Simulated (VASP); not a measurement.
# SiC (R3m) in VASP: notebook

SiC is run at these levels: PBEsol; tasks: single point.

All numbers are computed with VASP 6.6.1; they aren't measurements. Logs are shortened: lines on timing, memory, paths and dates and some standing lists are left out, and cuts for length are marked.

## (1) The cell of the first run

Symmetry: R3m, No. 160, trigonal system. The conventional cell has a = 3.132 Å, b = 3.132 Å, c = 7.081 Å, α = 90.00°, β = 90.00°, γ = 120.00°. Si (site symmetry 3m) has 4 C at 1.77 to 1.90 Å within 2.4 Å. Within 2.4 Å of C (site symmetry 3m) lie 4 Si at 1.77 to 1.90 Å.

## (2) Single point, PBEsol

Input file INCAR:

```
PREC     = Accurate       # precision mode
ENCUT    = 520            # plane-wave cutoff, eV
EDIFF    = 1E-7           # SCF threshold, eV
ISMEAR   = 0              # smearing method
SIGMA    = 0.05           # smearing width, eV
LREAL    = F              # projectors in reciprocal space
LASPH    = T              # aspherical terms in the spheres
NELM     = 80             # most SCF steps
ALGO     = Normal         # electronic algorithm
ISIF     = 2              # what is computed and relaxed
LWAVE    = F              # write WAVECAR
LCHARG   = T              # write CHGCAR
GGA      = PS             # functional
LELF     = T              # ELF
LVHAR    = T            
NBANDS   = 11             # bands
```

Input file KPOINTS:

```
regular mesh
0
Gamma
  12 12 12
```

Input file POSCAR:

```
SiC
1.0
    0.0000000000      2.2147418114      2.2147418114
    2.2147418114      0.0000000000      2.2147418114
    2.1010517318      2.1010517318      0.1136900797
Si C
1 1
Direct
    0.0000000000      0.0000000000      0.0000000000
    0.7500000000      0.7500000000      0.7500000000
```

Potentials or basis: VASP PAW PBE potentials, release 64 (Si, C).

Launch:

```
$ cat potpaw_PBE.64/Si/POTCAR potpaw_PBE.64/C/POTCAR > POTCAR
$ mpirun -np 1 vasp_std > vasp.out
```

OUTCAR:

```text
PREC = Accurate
   ENCUT = 520
   EDIFF = 1E-7
   ISMEAR = 0
   LREAL = F
   LASPH = T
   NELM = 80
   ISIF = 2
   GGA = PS

 ion  position               nearest neighbor table
   1  0.000  0.000  0.000-   2 1.77   2 1.90   2 1.90   2 1.90
   2  0.750  0.750  0.750-   1 1.77   1 1.90   1 1.90   1 1.90

  LATTYP: Found a trigonal (rhomboedric) cell.
 ALAT       =     2.9735100795
 COS(alpha) =     0.4452371389

  Lattice vectors:

 A1 = (   2.1010517318,  -0.1136900796,  -2.1010517317)
 A2 = (  -0.1136900796,   2.1010517318,  -2.1010517317)
 A3 = (   2.1010517318,   2.1010517318,   0.1136900797)

Analysis of symmetry for initial positions (statically):
=====================================================================
 Subroutine PRICEL returns:
 Original cell was already a primitive cell.

 Routine SETGRP: Setting up the symmetry group for a
 trigonal (rhombohedral) supercell.

 Subroutine GETGRP returns: Found  6 space group operations
 (whereof  6 operations were pure point group operations)
 out of a pool of 12 trial point group operations.

The static configuration has the point symmetry C_3v.

Analysis of symmetry for dynamics (positions and initial velocities):
=====================================================================
 Subroutine PRICEL returns:
 Original cell was already a primitive cell.

 Routine SETGRP: Setting up the symmetry group for a
 trigonal (rhombohedral) supercell.

 Subroutine GETGRP returns: Found  6 space group operations
 (whereof  6 operations were pure point group operations)
 out of a pool of 12 trial point group operations.

The dynamic configuration has the point symmetry C_3v.

 Subroutine INISYM returns: Found  6 space group operations
 (whereof  6 operations are pure point group operations),
 and found     1 'primitive' translations

----------------------------------------------------------------------------------------

                                     Primitive cell

  volume of cell :      20.0540

  direct lattice vectors                    reciprocal lattice vectors
     0.000000000  2.214741811  2.214741811    -0.232037854  0.219482046  0.232037854
     2.214741811  0.000000000  2.214741811     0.219482046 -0.232037854  0.232037854
     2.101051732  2.101051732  0.113690080     0.244593662  0.244593662 -0.244593662

  length of vectors
     3.132117907  3.132117907  2.973510080     0.394785384  0.394785384  0.423648649

  position of ions in fractional coordinates (direct lattice)
     0.000000000  0.000000000  0.000000000
     0.750000000  0.750000000  0.750000000

  ion indices of the primitive-cell ions
   primitive index   ion index
                 1           1
                 2           2

----------------------------------------------------------------------------------------

 KPOINTS: regular mesh

Automatic generation of k-mesh.
 Grid dimensions read from file:
 generate k-points for:   12   12   12

 Generating k-lattice:

  Cartesian coordinates                     Fractional coordinates (reciprocal lattice)
    -0.019336488  0.018290170  0.019336488     0.083333333  0.000000000  0.000000000
     0.018290170 -0.019336488  0.019336488     0.000000000  0.083333333  0.000000000
     0.020382805  0.020382805 -0.020382805     0.000000000  0.000000000  0.083333333

  Length of vectors
     0.032898782  0.032898782  0.035304054

  Shift w.r.t. Gamma in fractional coordinates (k-lattice)
     0.000000000  0.000000000  0.000000000

 Subroutine IBZKPT returns following result:
 ===========================================

 Found    189 irreducible k-points:

 Following reciprocal coordinates:
            Coordinates               Weight
  0.000000  0.000000  0.000000      1.000000
  0.083333  0.000000  0.000000      6.000000
  0.166667  0.000000  0.000000      6.000000
  0.250000  0.000000  0.000000      6.000000
  0.333333  0.000000 -0.000000      6.000000
  0.416667  0.000000  0.000000      6.000000
[... 16 lines left out ...]
  0.500000  0.166667  0.000000     12.000000
 -0.416667  0.166667 -0.000000     12.000000
 [... further k-points ...]
   k-points           NKPTS =    189   k-points in BZ     NKDIM =    189   number of bands    NBANDS=     11
   number of dos      NEDOS =    301   number of ions     NIONS =      2
   total plane-waves  NPLWV =  13824
   dimension x,y,z NGX =    24 NGY =   24 NGZ =   24
   dimension x,y,z NGXF=    48 NGYF=   48 NGZF=   48
   ions per type =               1   1
   NGX,Y,Z   is equivalent  to a cutoff of  12.74, 12.74, 13.42 a.u.
   NGXF,Y,Z  is equivalent  to a cutoff of  25.48, 25.48, 26.84 a.u.
 SYSTEM =  unknown system
   PREC   = accura    normal or accurate (medium, high low for compatibility)
   ISTART =      0    job   : 0-new  1-cont  2-samecut
   ICHARG =      2    charge: 1-file 2-atom 10-const
   ISPIN  =      1    spin polarized calculation?
   LNONCOLLINEAR =      F non collinear calculations
   LSORBIT =      F    spin-orbit coupling
   LASPH  =      T    aspherical Exc in radial PAW
   ENCUT  =  520.0 eV  38.22 Ry    6.18 a.u.   5.82  5.82  5.53*2*pi/ulx,y,z
   NELM   =     80;   NELMIN=  2; NELMDL= -5     # of ELM steps
   EDIFF  = 0.1E-06   stopping-criterion for ELM
   LREAL  =      F    real-space projection
   EDIFFG = 0.1E-05   stopping-criterion for IOM
   NSW    =      0    number of steps for IOM
   IBRION =     -1    ionic relax: 0-MD 1-quasi-New 2-CG
   NFREE  =      0    steps in history (QN), initial steepest desc. (CG)
   ISIF   =      2    stress and relaxation
   ISYM   =      2    0-nonsym 1-usesym 2-fastsym
   POTIM  = 0.5000    time-step for ionic-motion
   TEBEG  =    0.0;   TEEND  =   0.0 temperature during run
   PSTRESS=    0.0 pullay stress
   NELECT =       8.0000    total number of electrons
   NUPDOWN=      -1.0000    fix difference up-down
   EMIN   =  10.00;   EMAX   =-10.00  energy-range for DOS
   EFERMI =   0.00;   METHOD = LEGACY
   ISMEAR =     0;   SIGMA  =   0.05  broadening in eV -4-tet -1-fermi 0-gaus
   EFERMI_NEDOS =   21; number of points for ismear=-14 and -15
   IALGO  =     38    algorithm
   IMIX   =      4    mixing-type and parameters
     AMIX     =   0.40;   BMIX     =  1.00
     AMIX_MAG =   1.60;   BMIX_MAG =  1.00
  volume/ion in A,a.u.               =      10.03        67.67
  Fermi-wavevector in a.u.,A,eV,Ry     =   1.205141  2.277386 19.760620  1.452365
  Thomas-Fermi vector in A             =   2.340846
   LORBIT       =      0    0 simple, 1 ext, 2 COOP (PROOUT), +10 PAW based schemes
   GGA     = PS    functional components
   LHFCALC =     F    Hartree Fock is set to
   AEXX    =    0.0000 exact exchange contribution
   IVDW    =     0    specifies the selected vdW correction
   LEPSILON=     F    determine dielectric tensor
   LRPA    =     F    only Hartree local field effects (RPA)
 non-spin polarized calculation
 Gauss-broadening in eV      SIGMA  =   0.05
  energy-cutoff  :      520.00
  volume of cell :       20.05
 maximum number of plane-waves:       553
   NGX = 11   NGY = 11   NGZ = 11

 number of electron       8.0000001 magnetization

 Free energy of the ion-electron system (eV)
  ---------------------------------------------------
  ext. energy  EPLUGINS =         0.00000000
  ---------------------------------------------------
  free energy    TOTEN  =       -15.73356266 eV

  energy without entropy =      -15.73356266  energy(sigma->0) =      -15.73356266

 E-fermi :   8.8680     XC(G=0): -11.6375

 val. band max:        8.6602449797   @ k =   0.0000   0.0000   0.0000
 cond. band min:       9.5057998921   @ k =   0.5000   0.5000  -0.0000
 fundamental gap:      0.8455549124
 Fermi energy:         8.8679723836

 k-point     1 :       0.0000    0.0000    0.0000
  band No.  band energies     occupation
      1      -7.2770      2.00000
      2       8.2635      2.00000
      3       8.2635      2.00000
      4       8.6602      2.00000
      5      14.2259      0.00000
      6      15.2705      0.00000
      7      15.2705      0.00000
      8      17.9988      0.00000
      9      23.1257      0.00000
     10      23.1257      0.00000
     11      25.1636      0.00000

 k-point     2 :       0.0833    0.0000    0.0000
  band No.  band energies     occupation
      1      -7.1429      2.00000
      2       7.5043      2.00000
      3       8.1920      2.00000
      4       8.5428      2.00000
      5      14.5675      0.00000
      6      15.4404      0.00000
      7      15.5181      0.00000
      8      18.0467      0.00000
      9      22.2294      0.00000
     10      22.5937      0.00000
     11      25.0284      0.00000

 k-point     3 :       0.1667    0.0000    0.0000
  band No.  band energies     occupation
      1      -6.7444      2.00000
      2       5.7925      2.00000
      3       8.0158      2.00000
      4       8.3009      2.00000
      5      14.7886      0.00000
      6      15.7982      0.00000
      7      16.2904      0.00000
      8      18.2059      0.00000
      9      21.2408      0.00000
     10      22.1065      0.00000
     11      24.3329      0.00000

 k-point     4 :       0.2500    0.0000    0.0000
  band No.  band energies     occupation
      1      -6.0962      2.00000
      2       3.8304      2.00000
      3       7.8112      2.00000
      4       8.0199      2.00000
      5      14.6894      0.00000
      6      15.9568      0.00000
      7      16.9042      0.00000
      8      18.3774      0.00000
      9      21.1290      0.00000
     10      22.4531      0.00000
     11      23.9744      0.00000
[... 239 lines left out ...]
 k-point    22 :       0.4167    0.1667    0.0000
  band No.  band energies     occupation
      1      -4.4154      2.00000
      2       1.5956      2.00000
      3       6.1664      2.00000
      4       6.8722      2.00000
      5      13.5179      0.00000
      6      16.3038      0.00000
      7      17.4755      0.00000
      8      18.3337      0.00000
      9      21.9879      0.00000
     10      25.7943      0.00000
     11      27.1106      0.00000

 k-point    23 :       0.5000    0.1667    0.0000
  band No.  band energies     occupation
      1      -3.5662      2.00000
      2       0.3078      2.00000
      3       5.6905      2.00000
      4       6.9372      2.00000
      5      13.6119      0.00000
      6      16.3771      0.00000
      7      17.8796      0.00000
      8      18.6611      0.00000
      9      22.3246      0.00000
     10      26.0136      0.00000
     11      27.1486      0.00000

 k-point    24 :      -0.4167    0.1667   -0.0000
  band No.  band energies     occupation
      1      -3.4538      2.00000
      2       0.1613      2.00000
      3       5.3220      2.00000
      4       7.1502      2.00000
      5      13.9236      0.00000
      6      16.2795      0.00000
      7      17.7217      0.00000
      8      19.5015      0.00000
      9      22.6049      0.00000
     10      24.7074      0.00000
     11      26.8286      0.00000

 [... further k-points ...]
[... 5 lines left out ...]
  --------------------------------------------------------------------------------------
  -------------------------------------------------------------------------------------
  Total        1.2220325      1.2220325      1.2220325      2.1219632     -2.1219632     -2.1219632
  in kB       97.6320282     97.6320282     97.6320282    169.5303327   -169.5303326   -169.5303326
  external PRESSURE =      97.6320282 kB  Pullay stress =       0.0000000 kB

 VOLUME and BASIS-vectors are now :
 -----------------------------------------------------------------------------
  energy-cutoff  :      520.00
  volume of cell :       20.05
      direct lattice vectors                 reciprocal lattice vectors
     0.000000000  2.214741811  2.214741811    -0.232037854  0.219482046  0.232037854
     2.214741811  0.000000000  2.214741811     0.219482046 -0.232037854  0.232037854
     2.101051732  2.101051732  0.113690080     0.244593662  0.244593662 -0.244593662

 POSITION                                       TOTAL-FORCE (eV/Angst)
 -----------------------------------------------------------------------------------
      0.00000      0.00000      0.00000        -0.769799     -0.769799      0.769799
      3.23685      3.23685      3.40738         0.769799      0.769799     -0.769799
 -----------------------------------------------------------------------------------
    total drift:                                0.000011      0.000011     -0.000011

  FREE ENERGIE OF THE ION-ELECTRON SYSTEM (eV)
  ---------------------------------------------------
  free  energy   TOTEN  =       -15.7335626577 eV

  energy  without entropy=      -15.7335626577  energy(sigma->0) =      -15.73356266
```

Run time: 36 s. Hardware: 1 thread of Intel Xeon 6975P-C, shared host; peak memory 0.16 GiB.

What came out:

| Quantity | Value |
| --- | --- |
| Free energy | -15.7336 eV |
| Pressure | 9.8 GPa |
| Largest force | 1.333 eV/Å |
| Band gap on the k mesh | 0.85 eV, indirect (least direct gap 3.87 eV) |

Forces on the atoms (eV/Å):
```
Si  -0.770 -0.770  0.770
C    0.770  0.770 -0.770
```

Caveat: the PAW data sets were made with another functional, which shifts forces and pressure a little.

## (3) Single point, PBEsol

This run uses another cell than the first one, of the same volume but with other edges.

Input file INCAR:

```
PREC     = Accurate       # precision mode
ENCUT    = 520            # plane-wave cutoff, eV
EDIFF    = 1E-6           # SCF threshold, eV
ISMEAR   = 0              # smearing method
SIGMA    = 0.05           # smearing width, eV
LREAL    = False          # projectors in reciprocal space
LASPH    = True           # aspherical terms in the spheres
NELM     = 60             # most SCF steps
ALGO     = Normal         # electronic algorithm
ISIF     = 2              # what is computed and relaxed
LWAVE    = False          # write WAVECAR
LCHARG   = True           # write CHGCAR
GGA      = PS             # functional
LELF     = True           # ELF
LVHAR    = True         
NBANDS   = 11             # bands
```

Input file KPOINTS:

```
Automatic mesh
0
Gamma
  12 12 12
```

Input file POSCAR:

```
SiC
1.0
    0.0000000000      2.0994910765      2.0994910765
    2.0994910765      0.0000000000      2.0994910765
    2.2163627465      2.2163627465     -0.1168716699
Si C
1 1
Direct
    0.0000000000      0.0000000000      0.0000000000
    0.7500000000      0.7500000000      0.7500000000
```

Potentials or basis: VASP PAW PBE potentials, release 64 (Si, C).

Launch:

```
$ cat potpaw_PBE.64/Si/POTCAR potpaw_PBE.64/C/POTCAR > POTCAR
$ mpirun -np 1 vasp_std > vasp.out
```

It used 19 s of CPU time on 1 thread of Intel Xeon 6975P-C (shared host).

Results (log left out):

```yaml
Free_energy: -15.7467 eV
Pressure: 9.6 GPa
Largest_force: 0.646 eV/Å
Band_gap_on_the_k_mesh: 0.91 eV, indirect (least direct gap 3.94 eV)
```

Forces on the atoms (eV/Å):
```
Si   0.373  0.373 -0.373
C   -0.373 -0.373  0.373
```

Stress tensor (GPa, compression positive):
```
  9.55 -14.97  14.97
-14.97   9.55  14.97
 14.97  14.97   9.55
```

Levels at points of the mesh, in eV from the valence-band top:
| k point | band 1 | band 2 | band 3 | band 4 | band 5 | band 6 | band 7 | band 8 |
| --- | --- | --- | --- | --- | --- | --- | --- | --- |
| (0.00, 0.00, 0.00) | -15.88 | -0.60 | 0.00 | 0.00 | 4.71 | 7.78 | 7.94 | 7.94 |
| (0.50, 0.00, 0.00) | -11.94 | -8.92 | -1.45 | -1.32 | 4.87 | 6.45 | 7.48 | 9.80 |
| (0.50, 0.50, 0.00) | -10.68 | -8.12 | -3.83 | -3.03 | 0.91 | 4.27 | 13.51 | 13.92 |
| (0.00, 0.00, 0.50) | -12.80 | -9.08 | -0.78 | -0.78 | 6.67 | 7.78 | 7.78 | 10.20 |

Caveat: the PAW data sets were made with another functional, which shifts forces and pressure a little. A k mesh can miss the band edges.
